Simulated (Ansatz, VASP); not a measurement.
**SbMo in VASP and in Ansatz**

INCAR

```
ALGO = Normal
EDIFF = 1E-7
ENCUT = 520
GGA = PE
ISIF = 2
ISMEAR = 0
LASPH = T
LCHARG = F
LREAL = F
LWAVE = F
NBANDS = 16
NELM = 60
PREC = Accurate
SIGMA = 0.05
```

The input KPOINTS:

```
k-points
0
Gamma
  10 10 10
```

The input POSCAR:

```
SbMo
1.0
    0.0000000000      3.0626261251      3.0626261251
    3.0626261251      0.0000000000      3.0626261251
    3.0626261251      3.0626261251      0.0000000000
Mo Sb
1 1
Direct
    0.0000000000      0.0000000000      0.0000000000
    0.2500000000      0.2500000000      0.2500000000
```

Input for Ansatz:

```yaml
crystal:
  lattice:
    - [0.0, 3.0626261251, 3.0626261251]
    - [3.0626261251, 0.0, 3.0626261251]
    - [3.0626261251, 3.0626261251, 0.0]
  atoms:
    - { symbol: Mo, position: [0.0, 0.0, 0.0] }
    - { symbol: Sb, position: [0.25, 0.25, 0.25] }
basis:
  ecutwfc: 420
  ecutrho_ratio: 4
kpoints:
  mp_grid: { grid: [10, 10, 10] }
hamiltonian:
  xc: pbe
scf:
  occupations: { method: gaussian, width: 0.05 }
output:
  forces: true
  stress: true
  eigenvalues: true
```

Alike in both runs: task single point; functional PBE; k mesh 10 × 10 × 10; occupations gaussian, width 0.05 eV; no spin polarisation.

```csv
,VASP,Ansatz
version,VASP 6.6.1,Ansatz 0.2.0
potentials or method,"VASP PAW PBE potentials, release 64 (Mo_sv, Sb), cutoff 520 eV","scalar-relativistic, plane waves, PAW"
valence electrons in the cell,19,29
```

|  | VASP | Ansatz | Ansatz less VASP |
| --- | --- | --- | --- |
| gap on the k mesh at the Fermi level (eV) | none | none | - |
| pressure (GPa) | 0.0 | 0.0 | +0.02 |

A gap of «none» marks a metal or a gap that the smearing closes. VASP's potentials hold 19 valence electrons a cell and Ansatz's 29, so a difference there can come from the potentials and not from the codes.

Neither program's run includes spin-orbit coupling.
